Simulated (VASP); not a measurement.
Wanted: the native input for a VASP 6.6.1 run.

| Item | Value |
| --- | --- |
| Task | single point |
| Functional | HSE06 |
| Potentials or basis | VASP PAW PBE potentials, release 64 (Si, C) |
| Cutoff | 520 eV |
| k mesh | 8 × 8 × 2 |
| Occupations | fermi-dirac, width 0.05 eV |
| Spin | no spin polarisation |
| Dipole correction | no |
| Grid for exact exchange (PRECFOCK) | Fast |
| Further INCAR settings | ALGO = Normal; EDIFF = 1e-06; NBANDS = 26 |
| Share of exact exchange | 0.25 |
| Screening parameter | 0.2079 1/Å |

SiC:

```
Si C
1.0
     3.07569    0.00000    0.00000
    -1.53785    2.66363    0.00000
     0.00000    0.00000   10.07065
Si C
4 4
Direct
  0.00000 0.00000 0.18789
  0.00000 0.00000 0.68789
  0.33333 0.66667 0.43784
  0.66667 0.33333 0.93784
  0.00000 0.00000 0.00046
  0.00000 0.00000 0.50046
  0.33333 0.66667 0.24980
  0.66667 0.33333 0.74980
```

One way to write it, as run:

POSCAR

```
SiC
1.0
    3.0756941497      0.0000000000      0.0000000000
   -1.5378470748      2.6636292679      0.0000000000
    0.0000000000      0.0000000000     10.0706464800
Si C
4 4
Direct
    0.0000000000      0.0000000000      0.1878943800
    0.0000000000      0.0000000000      0.6878943800
    0.3333333333      0.6666666667      0.4378419800
    0.6666666667      0.3333333333      0.9378419800
    0.0000000000      0.0000000000      0.0004600500
    0.0000000000      0.0000000000      0.5004600500
    0.3333333333      0.6666666667      0.2498025900
    0.6666666667      0.3333333333      0.7498025900
```

INCAR.step1

```
ALGO = Normal ; EDIFF = 1E-5
ENCUT = 520 ; GGA = PE
ISIF = 2 ; ISMEAR = -1
KPAR = 4 ; LASPH = T
LREAL = F ; LWAVE = T
NBANDS = 26 ; NELM = 60
PREC = Accurate ; SIGMA = 0.05
```

INCAR.step2

```
ALGO = Normal ; EDIFF = 1E-6
ENCUT = 520 ; GGA = PE
HFSCREEN = 0.2079 ; ISIF = 2
ISMEAR = -1 ; ISTART = 1
KPAR = 4 ; LASPH = T
LCHARG = T ; LHFCALC = T
LREAL = F ; LVHAR = T
LWAVE = F ; NBANDS = 26
NELM = 60 ; PREC = Accurate
PRECFOCK = Fast ; SIGMA = 0.05
```

KPOINTS

```
k-points
0
Gamma
  8 8 2
```

Potentials or basis: VASP PAW PBE potentials, release 64 (Si, C).

Command:

```console
$ cat potpaw_PBE.64/Si/POTCAR potpaw_PBE.64/C/POTCAR > POTCAR
$ cp INCAR.step1 INCAR
$ mpirun -np 4 vasp_std > vasp.out
$ cp INCAR.step2 INCAR
$ mpirun -np 4 vasp_std > vasp.out
```

Results of the run:

* Pressure: -1.1 GPa
* Largest force: 0.009 eV/Å
* Band gap on the k mesh: 3.14 eV (least direct gap 4.38 eV)

Caveat: the PAW data sets were made with another functional, which shifts forces and pressure a little.

Wall time 21 min on 4 MPI ranks on Intel(R) Xeon(R) Platinum 8259CL CPU @ 2.50GHz (Skylake/Cascade Lake), on a shared host, peak memory 0.33 GiB a rank.
